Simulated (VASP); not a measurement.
**P: single point with PBE**

The system is P.

```xyz
2
Lattice="2.3848 0.0000 0.0052 0.0000 2.5324 0.0000 -0.0099 0.0000 4.8447" Properties=species:S:1:pos:R:3 pbc="T T T"
P     2.3824    0.0000    1.2164
P    -0.0075    0.0000    3.6334
```

This cell differs from its parent crystal: strain -0.0300 x Voigt [1, -1, 0, 0, 0, 0].

```json
{"Program": "VASP 6.6.1", "Task": "single point", "Functional": "PBE", "Potentials or basis": "VASP PAW PBE potentials, release 64 (P)", "Cutoff": "520 eV", "k mesh": "24 × 24 × 12", "Occupations": "gaussian, width 0.15 eV", "Spin": "no spin polarisation"}
```

```
Pressure               : 0.5 GPa
Band gap on the k mesh : zero (bands 5 and 6 overlap by 9.05 eV)
```

Stress tensor (GPa, compression positive):
```
 5.65  0.00  0.00
 0.00 -7.05  0.00
 0.00  0.00  2.96
```

Levels at points of the mesh, in eV from the Fermi level:
```tsv
k point	band 3	band 4	band 5	band 6	band 7	band 8
(0.00, 0.00, 0.00)	-8.70	3.55	5.33	6.02	6.33	6.52
(0.50, 0.00, 0.00)	-6.76	-5.27	-4.98	1.04	6.75	8.49
(0.00, 0.50, 0.00)	-8.10	-5.82	-5.01	0.95	7.67	8.34
(0.50, 0.50, 0.00)	-4.78	-2.72	-2.40	-1.73	-1.50	0.99
(0.00, 0.00, 0.50)	-2.96	-2.95	4.67	4.67	7.11	7.12
(0.50, 0.00, 0.50)	-7.46	-7.46	0.99	0.99	6.15	6.15
(0.00, 0.50, 0.50)	-7.31	-7.31	0.02	0.02	6.20	6.20
(0.50, 0.50, 0.50)	-4.69	-4.69	-3.56	-3.56	2.36	2.36
```

It took 8.1 min on 1 thread of Intel Xeon 8259CL (shared host), peak memory 0.57 GiB.

Caveat: the cell differs from its parent crystal (strain -0.0300 x Voigt [1, -1, 0, 0, 0, 0]); the stress differs along the axes, from -7 to 6 GPa.
